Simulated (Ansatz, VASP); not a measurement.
**One calculation of Ta, two programs**

INCAR

```
SYSTEM = Ta
PREC     = Accurate       ! precision mode
ENCUT    = 520            ! plane-wave cutoff, eV
EDIFF    = 1E-7           ! SCF threshold, eV
ISMEAR   = -1             ! smearing method
SIGMA    = 0.05           ! smearing width, eV
LREAL    = .False.        ! projectors in reciprocal space
LASPH    = .True.         ! aspherical terms in the spheres
NELM     = 100            ! most SCF steps
ALGO     = Normal         ! electronic algorithm
ISIF     = 2              ! what is computed and relaxed
LWAVE    = .False.        ! write WAVECAR
LCHARG   = .True.         ! write CHGCAR
LELF     = .True.         ! ELF
LVHAR    = .True.       
NBANDS   = 12             ! bands
```

The input KPOINTS:

```
regular mesh
0
Gamma
  16 16 16
  0 0 0
```

Contents of POSCAR:

```
Ta
1.0
   -1.4777916866      1.4777916866      1.4777916866
    1.4777916866     -1.4777916866      1.4777916866
    1.4777916866      1.4777916866     -1.4777916866
Ta
1
Direct
    0.0000000000      0.0000000000      0.0000000000
```

Input for Ansatz:

```yaml
crystal:
  lattice:
    - [-1.4777916866, 1.4777916866, 1.4777916866]
    - [1.4777916866, -1.4777916866, 1.4777916866]
    - [1.4777916866, 1.4777916866, -1.4777916866]
  atoms:
    - { symbol: Ta, position: [0.0, 0.0, 0.0] }
kpoints:
  mp_grid: { grid: [16, 16, 16] }
scf:
  occupations: { method: fermi_dirac, width: 0.05 }
hamiltonian:
  xc: lda
  pseudopotentials: { kind: all_electron, lapw: { basis_error: 0.001 } }
output:
  forces: true
  stress: true
  eigenvalues: true
  populations: true
```

Change from the starting cell: volume scaled by 0.75, LAPW.

Alike in both runs: task single point; functional LDA; k mesh 16 × 16 × 16; occupations fermi-dirac, width 0.05 eV; no spin polarisation.

|  | VASP | Ansatz |
| --- | --- | --- |
| version | VASP 6.6.1 | Ansatz 0.2.0 |
| potentials or method | VASP PAW LDA potentials, release 64 (Ta_pv), cutoff 520 eV | all-electron LAPW, scalar-relativistic |

|  | VASP | Ansatz | Ansatz less VASP |
| --- | --- | --- | --- |
| pressure (GPa) | 110.4 | 105.7 | -4.75 |

LDA's correlation is that of Perdew and Zunger in VASP and of Perdew and Wang (1992) in Ansatz. Both programs put the cell under a high pressure, so it lies far from rest at this level. Ansatz ran all-electron here, and VASP with PAW potentials.

Neither program's run includes spin-orbit coupling. Noted on VASP's run: the cell as given lies far from equilibrium.
